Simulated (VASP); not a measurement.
Se, 3 atoms in the cell. Symmetry: P3_221, No. 154, trigonal system. Conventional cell: a = 4.266 Å, b = 4.266 Å, c = 4.848 Å, α = 90.00°, β = 90.00°, γ = 120.00°. Se (site symmetry 2) has 2 Se at 2.28 Å within 3.0 Å. 

| Item | Value |
| --- | --- |
| Program | VASP 6.6.1 |
| Task | electric field gradients |
| Functional | PBE |
| Potentials or basis | VASP PAW PBE potentials, release 64 (Se) |
| Cutoff | 520 eV |
| k mesh | 8 × 8 × 6 |
| Occupations | fermi-dirac, width 0.03 eV |
| Spin | no spin polarisation |
| Dipole correction | no |
| Further INCAR settings | ALGO = Normal; EDIFF = 1e-08; NBANDS = 16 |

Potentials or basis: VASP PAW PBE potentials, release 64 (Se).

Run with:

```sh
$ cat potpaw_PBE.64/Se/POTCAR > POTCAR
$ mpirun -np 1 vasp_std > vasp.out
```

Hardware: 1 thread of Intel Xeon 6975P-C, with other jobs on the host.

Q: How long does it take, and how much memory?

A: Wall time 47 s on 1 thread of Intel Xeon 6975P-C (shared host), peak memory 0.2 GiB. Counts: scf iterations 14, k points 50.
